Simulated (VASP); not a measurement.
# Ti (Fm-3m) in VASP: further runs

The runs below take Ti through single point, with PBE.

All numbers are computed with VASP 6.6.1; they aren't measurements. Logs are shortened: lines on timing, memory, paths and dates and some standing lists are left out, and cuts for length are marked.

## (1) The cell of the first run

Symmetry: Fm-3m, No. 225, cubic system. The conventional cell has a = 3.800 Å, b = 3.800 Å, c = 3.800 Å, α = 90.00°, β = 90.00°, γ = 90.00°. Within 3.5 Å of Ti (site symmetry m-3m) lie 12 Ti at 2.69 Å.

## (2) Single point, PBE (volume scaled by 0.787, to set the pressure)

Contents of INCAR:

```
  PREC = Accurate
  ENCUT = 520
  EDIFF = 1E-6
  ISMEAR = -1
  SIGMA = 0.1
  LREAL = F
  LASPH = T
  NELM = 100
  ALGO = Normal
  ISIF = 2
  LWAVE = F
  LCHARG = F
  GGA = PE
  NBANDS = 12
```

Contents of KPOINTS:

```
regular mesh
0
Gamma
  17 17 17
```

Contents of POSCAR:

```
Ti
1.0
    0.0000000000      1.8997782714      1.8997782714
    1.8997782714      0.0000000000      1.8997782714
    1.8997782714      1.8997782714      0.0000000000
Ti
1
Direct
    0.0000000000      0.0000000000      0.0000000000
```

Potentials or basis: VASP PAW PBE potentials, release 64 (Ti_sv).

Started as:

```bash
cat potpaw_PBE.64/Ti_sv/POTCAR > POTCAR
mpirun -np 1 vasp_std > vasp.out
```

OUTCAR:

```text
PREC = Accurate
   ENCUT = 520
   EDIFF = 1E-6
   ISMEAR = -1
   LREAL = F
   LASPH = T
   NELM = 100
   ISIF = 2
   GGA = PE

 ion  position               nearest neighbor table
   1  0.000  0.000  0.000-

  LATTYP: Found a face centered cubic cell.
 ALAT       =     3.7995565428

  Lattice vectors:

 A1 = (   0.0000000000,   1.8997782714,   1.8997782714)
 A2 = (   1.8997782714,   0.0000000000,   1.8997782714)
 A3 = (   1.8997782714,   1.8997782714,   0.0000000000)

Analysis of symmetry for initial positions (statically):
=====================================================================
 Subroutine PRICEL returns:
 Original cell was already a primitive cell.

 Routine SETGRP: Setting up the symmetry group for a
 face centered cubic supercell.

 Subroutine GETGRP returns: Found 48 space group operations
 (whereof 48 operations were pure point group operations)
 out of a pool of 48 trial point group operations.

The static configuration has the point symmetry O_h .

Analysis of symmetry for dynamics (positions and initial velocities):
=====================================================================
 Subroutine PRICEL returns:
 Original cell was already a primitive cell.

 Routine SETGRP: Setting up the symmetry group for a
 face centered cubic supercell.

 Subroutine GETGRP returns: Found 48 space group operations
 (whereof 48 operations were pure point group operations)
 out of a pool of 48 trial point group operations.

The dynamic configuration has the point symmetry O_h .

 Subroutine INISYM returns: Found 48 space group operations
 (whereof 48 operations are pure point group operations),
 and found     1 'primitive' translations

----------------------------------------------------------------------------------------

                                     Primitive cell

  volume of cell :      13.7132

  direct lattice vectors                    reciprocal lattice vectors
     0.000000000  1.899778271  1.899778271    -0.263188609  0.263188609  0.263188609
     1.899778271  0.000000000  1.899778271     0.263188609 -0.263188609  0.263188609
     1.899778271  1.899778271  0.000000000     0.263188609  0.263188609 -0.263188609

  length of vectors
     2.686692197  2.686692197  2.686692197     0.455856042  0.455856042  0.455856042

  position of ions in fractional coordinates (direct lattice)
     0.000000000  0.000000000  0.000000000

  ion indices of the primitive-cell ions
   primitive index   ion index
                 1           1

----------------------------------------------------------------------------------------

 KPOINTS: regular mesh

Automatic generation of k-mesh.
 Grid dimensions read from file:
 generate k-points for:   17   17   17

 Generating k-lattice:

  Cartesian coordinates                     Fractional coordinates (reciprocal lattice)
    -0.015481683  0.015481683  0.015481683     0.058823529  0.000000000  0.000000000
     0.015481683 -0.015481683  0.015481683     0.000000000  0.058823529  0.000000000
     0.015481683  0.015481683 -0.015481683     0.000000000  0.000000000  0.058823529

  Length of vectors
     0.026815061  0.026815061  0.026815061

  Shift w.r.t. Gamma in fractional coordinates (k-lattice)
     0.000000000  0.000000000  0.000000000

 Subroutine IBZKPT returns following result:
 ===========================================

 Found    165 irreducible k-points:

 Following reciprocal coordinates:
            Coordinates               Weight
  0.000000  0.000000  0.000000      1.000000
  0.058824  0.000000  0.000000      8.000000
  0.117647  0.000000  0.000000      8.000000
  0.176471  0.000000  0.000000      8.000000
  0.235294  0.000000  0.000000      8.000000
  0.294118  0.000000  0.000000      8.000000
[... 16 lines left out ...]
 -0.176471  0.058824  0.000000     24.000000
 -0.117647  0.058824  0.000000     24.000000
 [... further k-points ...]
   k-points           NKPTS =    165   k-points in BZ     NKDIM =    165   number of bands    NBANDS=     12
   number of dos      NEDOS =    301   number of ions     NIONS =      1
   total plane-waves  NPLWV =   8000
   dimension x,y,z NGX =    20 NGY =   20 NGZ =   20
   dimension x,y,z NGXF=    40 NGYF=   40 NGZF=   40
   ions per type =               1
   NGX,Y,Z   is equivalent  to a cutoff of  12.38, 12.38, 12.38 a.u.
   NGXF,Y,Z  is equivalent  to a cutoff of  24.75, 24.75, 24.75 a.u.
 SYSTEM =  unknown system
   PREC   = accura    normal or accurate (medium, high low for compatibility)
   ISTART =      0    job   : 0-new  1-cont  2-samecut
   ICHARG =      2    charge: 1-file 2-atom 10-const
   ISPIN  =      1    spin polarized calculation?
   LNONCOLLINEAR =      F non collinear calculations
   LSORBIT =      F    spin-orbit coupling
   LASPH  =      T    aspherical Exc in radial PAW
   ENCUT  =  520.0 eV  38.22 Ry    6.18 a.u.   5.00  5.00  5.00*2*pi/ulx,y,z
   NELM   =    100;   NELMIN=  2; NELMDL= -5     # of ELM steps
   EDIFF  = 0.1E-05   stopping-criterion for ELM
   LREAL  =      F    real-space projection
   EDIFFG = 0.1E-04   stopping-criterion for IOM
   NSW    =      0    number of steps for IOM
   IBRION =     -1    ionic relax: 0-MD 1-quasi-New 2-CG
   NFREE  =      0    steps in history (QN), initial steepest desc. (CG)
   ISIF   =      2    stress and relaxation
   ISYM   =      2    0-nonsym 1-usesym 2-fastsym
   POTIM  = 0.5000    time-step for ionic-motion
   TEBEG  =    0.0;   TEEND  =   0.0 temperature during run
   PSTRESS=    0.0 pullay stress
   NELECT =      12.0000    total number of electrons
   NUPDOWN=      -1.0000    fix difference up-down
   EMIN   =  10.00;   EMAX   =-10.00  energy-range for DOS
   EFERMI =   0.00;   METHOD = LEGACY
   ISMEAR =    -1;   SIGMA  =   0.10  broadening in eV -4-tet -1-fermi 0-gaus
   EFERMI_NEDOS =   21; number of points for ismear=-14 and -15
   IALGO  =     38    algorithm
   IMIX   =      4    mixing-type and parameters
     AMIX     =   0.40;   BMIX     =  1.00
     AMIX_MAG =   1.60;   BMIX_MAG =  1.00
  volume/ion in A,a.u.               =      13.71        92.54
  Fermi-wavevector in a.u.,A,eV,Ry     =   1.565870  2.959065 33.360784  2.451948
  Thomas-Fermi vector in A             =   2.668282
   LORBIT       =      0    0 simple, 1 ext, 2 COOP (PROOUT), +10 PAW based schemes
   GGA     = PE    functional components
[... 5 lines left out ...]
 non-spin polarized calculation
  energy-cutoff  :      520.00
  volume of cell :       13.71
 maximum number of plane-waves:       379
   NGX =  9   NGY =  9   NGZ =  9

 number of electron      11.9999998 magnetization

 Free energy of the ion-electron system (eV)
  ---------------------------------------------------
  ext. energy  EPLUGINS =         0.00000000
  ---------------------------------------------------
  free energy    TOTEN  =        -7.44449330 eV

  energy without entropy =       -7.40232258  energy(sigma->0) =       -7.42340794

 E-fermi :  10.9921     XC(G=0): -12.6577

 val. band max:       10.9817162248   @ k =  -0.2941   0.0588   0.0000
 cond. band min:      11.0030582965   @ k =  -0.2353   0.2353   0.0000
 fundamental gap:      0.0213420717
 Fermi energy:        10.9920778865

 k-point     1 :       0.0000    0.0000    0.0000
  band No.  band energies     occupation
      1     -45.4081      2.00000
      2     -20.8580      2.00000
      3     -20.8580      2.00000
      4     -20.8580      2.00000
      5       4.4297      2.00000
      6      11.9627      0.00012
      7      11.9627      0.00012
      8      11.9627      0.00012
      9      14.2014      0.00000
     10      14.2014      0.00000
     11      27.5546      0.00000
     12      33.2473      0.00000

 k-point     2 :       0.0588    0.0000    0.0000
  band No.  band energies     occupation
      1     -45.3980      2.00000
      2     -20.9083      2.00000
      3     -20.8639      2.00000
      4     -20.8639      2.00000
      5       4.5720      2.00000
      6      11.8667      0.00032
      7      12.0179      0.00007
      8      12.0179      0.00007
      9      14.1612      0.00000
     10      14.1612      0.00000
     11      27.7340      0.00000
     12      32.2641      0.00000

 k-point     3 :       0.1176    0.0000    0.0000
  band No.  band energies     occupation
      1     -45.3688      2.00000
      2     -21.0511      2.00000
      3     -20.8806      2.00000
      4     -20.8806      2.00000
      5       4.9829      2.00000
      6      11.6141      0.00397
      7      12.1584      0.00002
      8      12.1584      0.00002
      9      14.0740      0.00000
     10      14.0740      0.00000
     11      28.1754      0.00000
     12      30.5207      0.00000
[... 286 lines left out ...]
 k-point    23 :      -0.1765    0.0588    0.0000
  band No.  band energies     occupation
      1     -45.2992      2.00000
      2     -21.3567      2.00000
      3     -20.9619      2.00000
      4     -20.9015      2.00000
      5       5.9654      2.00000
      6      11.1161      0.44878
      7      12.3160      0.00000
      8      12.4100      0.00000
      9      13.7473      0.00000
     10      14.3821      0.00000
     11      28.0440      0.00000
     12      28.9585      0.00000

 k-point    24 :      -0.1176    0.0588    0.0000
  band No.  band energies     occupation
      1     -45.3471      2.00000
      2     -21.1368      2.00000
      3     -20.9258      2.00000
      4     -20.8784      2.00000
      5       5.2891      2.00000
      6      11.4203      0.02724
      7      12.2604      0.00001
      8      12.2656      0.00001
      9      13.8154      0.00000
     10      14.2412      0.00000
     11      28.4454      0.00000
     12      29.8427      0.00000

 [... further k-points ...]
[... 5 lines left out ...]
  --------------------------------------------------------------------------------------
  -------------------------------------------------------------------------------------
  Total        3.1912328      3.1912328      3.1912328      0.0000000      0.0000000      0.0000000
  in kB      372.8467169    372.8467169    372.8467169      0.0000000      0.0000000      0.0000000
  external PRESSURE =     372.8467169 kB  Pullay stress =       0.0000000 kB

 VOLUME and BASIS-vectors are now :
 -----------------------------------------------------------------------------
  energy-cutoff  :      520.00
  volume of cell :       13.71
      direct lattice vectors                 reciprocal lattice vectors
     0.000000000  1.899778271  1.899778271    -0.263188609  0.263188609  0.263188609
     1.899778271  0.000000000  1.899778271     0.263188609 -0.263188609  0.263188609
     1.899778271  1.899778271  0.000000000     0.263188609  0.263188609 -0.263188609

 POSITION                                       TOTAL-FORCE (eV/Angst)
 -----------------------------------------------------------------------------------
      0.00000      0.00000      0.00000         0.000000      0.000000      0.000000
 -----------------------------------------------------------------------------------
    total drift:                                0.000000     -0.000000     -0.000000

  FREE ENERGIE OF THE ION-ELECTRON SYSTEM (eV)
  ---------------------------------------------------
  free  energy   TOTEN  =        -7.4444932980 eV

  energy  without entropy=       -7.4023225758  energy(sigma->0) =       -7.42340794
```

Wall time 29 s (1 thread of Intel Xeon 6975P-C, shared host); peak memory 0.15 GiB.

What came out:

| Quantity | Value |
| --- | --- |
| Free energy | -7.4445 eV |
| Pressure | 37.3 GPa |
| Band gap on the k mesh | zero (band 6 reaches 11.96 eV, above the bottom of band 7 at 10.42 eV) |

Levels at points of the mesh, in eV from the Fermi level:
```tsv
k point	band 2	band 3	band 4	band 5	band 6	band 7	band 8	band 9	band 10	band 11
(0.00, 0.00, 0.00)	-31.85	-31.85	-31.85	-6.56	0.97	0.97	0.97	3.21	3.21	16.56
```

Caveat: the cell differs from its parent crystal (volume scaled by 0.787, to set the pressure).

## (3) Single point, PBE

Contents of INCAR:

```
SYSTEM = Ti
PREC = Accurate ; ENCUT = 520
EDIFF = 1E-6 ; ISMEAR = -1
SIGMA = 0.1 ; LREAL = .False.
LASPH = .True. ; NELM = 60
ALGO = Normal ; ISIF = 2
LWAVE = .False. ; LCHARG = .False.
GGA = PE ; NBANDS = 12
```

Contents of KPOINTS:

```
Automatic mesh
0
Gamma
  17 17 17
  0 0 0
```

Contents of POSCAR:

```
Ti
1.0
    0.0000000000      1.9000080254      1.9000080254
    1.9000080254      0.0000000000      1.9000080254
    1.9000080254      1.9000080254      0.0000000000
Ti
1
Direct
    0.0000000000      0.0000000000      0.0000000000
```

Potentials or basis: VASP PAW PBE potentials, release 64 (Ti_sv).

Started as:

```bash
cat potpaw_PBE.64/Ti_sv/POTCAR > POTCAR
mpirun -np 1 vasp_std > vasp.out
```

Run time: 33 s. Hardware: 1 thread of Intel Xeon 6975P-C, shared host; peak memory 0.14 GiB.

The run converged. Its results:

```yaml
Free_energy: -7.4457 eV
Pressure: 37.2 GPa
Band_gap_on_the_k_mesh: zero (band 6 reaches 11.96 eV, above the bottom of band 7 at 10.42 eV)
```

Levels at points of the mesh, in eV from the Fermi level:
| k point | band 3 | band 4 | band 5 | band 6 | band 7 | band 8 | band 9 | band 10 |
| --- | --- | --- | --- | --- | --- | --- | --- | --- |
| (0.00, 0.00, 0.00) | -31.85 | -31.85 | -6.56 | 0.97 | 0.97 | 0.97 | 3.21 | 3.21 |
